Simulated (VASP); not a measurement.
H, 2 atoms in the cell. Symmetry: P6_3/mmc, No. 194, hexagonal system. The conventional cell has a = 5.566 Å, b = 5.566 Å, c = 4.352 Å, α = 90.00°, β = 90.00°, γ = 120.00°. Within 5.1 Å of H (site symmetry -6m2) lie 8 H at 3.88 to 4.35 Å. 

| Quantity | Value |
| --- | --- |
| Program | VASP 6.6.1 |
| Task | single point |
| Functional | PBE |
| Potentials or basis | VASP PAW PBE potentials, release 64 (H) |
| Cutoff | 520 eV |
| k mesh | 6 × 6 × 6 |
| Occupations | gaussian, width 0.05 eV |
| Spin | collinear spin |
| Starting moments | [1.05, 1.05] μB |
| Dipole correction | no |
| Further INCAR settings | ALGO = Normal; EDIFF = 1e-06; NBANDS = 12 |

Potentials or basis: VASP PAW PBE potentials, release 64 (H).

Launch:

```console
$ cat potpaw_PBE.64/H/POTCAR > POTCAR
$ mpirun -np 1 vasp_std > vasp.out
```

Hardware: 1 thread of Intel(R) Xeon(R) 6975P-C (Granite Rapids), on a shared host.

Task: How long does it take, and how much memory?

Result: Run time: 36 s on 1 thread of Intel(R) Xeon(R) 6975P-C (Granite Rapids), with other jobs on the host, peak memory 0.28 GiB. Counts: scf iterations 21, k points 28.
